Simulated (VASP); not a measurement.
Write the native input for VASP 6.6.1 that does the following.

```
Task                   : single point
Functional             : LDA
Potentials or basis    : VASP PAW LDA potentials, release 64 (Al, N)
Cutoff                 : 520 eV
k mesh                 : 9 × 9 × 6
Occupations            : gaussian, width 0.05 eV
Spin                   : no spin polarisation
Dipole correction      : no
Further INCAR settings : ALGO = Normal; EDIFF = 1e-06; NBANDS = 16
```

The structure of AlN lies in POSCAR:

```
AlN
1.0
    2.9960000000      0.0000000000      0.0000000000
   -1.4980000000      2.5946121098      0.0000000000
    0.0000000000      0.0000000000      5.3391000000
Al N
2 2
Direct
    0.3333333333      0.6666666667      0.0088099579
    0.6666666667      0.3333333333      0.5088099579
    0.3333333333      0.6666666667      0.3761900421
    0.6666666667      0.3333333333      0.8761900421
```

One way to write it, as run:

INCAR

```
ALGO = Normal ; EDIFF = 1E-6
ENCUT = 520 ; GGA = CA
ISIF = 2 ; ISMEAR = 0
LASPH = T ; LCHARG = T
LELF = T ; LREAL = F
LVHAR = T ; LWAVE = F
NBANDS = 16 ; NELM = 100
PREC = Accurate ; SIGMA = 0.05
```

KPOINTS

```
k-points
0
Gamma
  9 9 6
```

Potentials or basis: VASP PAW LDA potentials, release 64 (Al, N).

Run with:

```bash
$ cat potpaw_LDA.64/Al/POTCAR potpaw_LDA.64/N/POTCAR > POTCAR
$ mpirun -np 1 vasp_std > vasp.out
```

It gave:

- Pressure: -1.5 GPa
- Largest force: 0.024 eV/Å
- Band gap on the k mesh: 3.76 eV, direct

It took 21 s on 1 thread of Intel(R) Xeon(R) Platinum 8259CL CPU @ 2.50GHz (Skylake/Cascade Lake), on a shared host, peak memory 0.14 GiB.
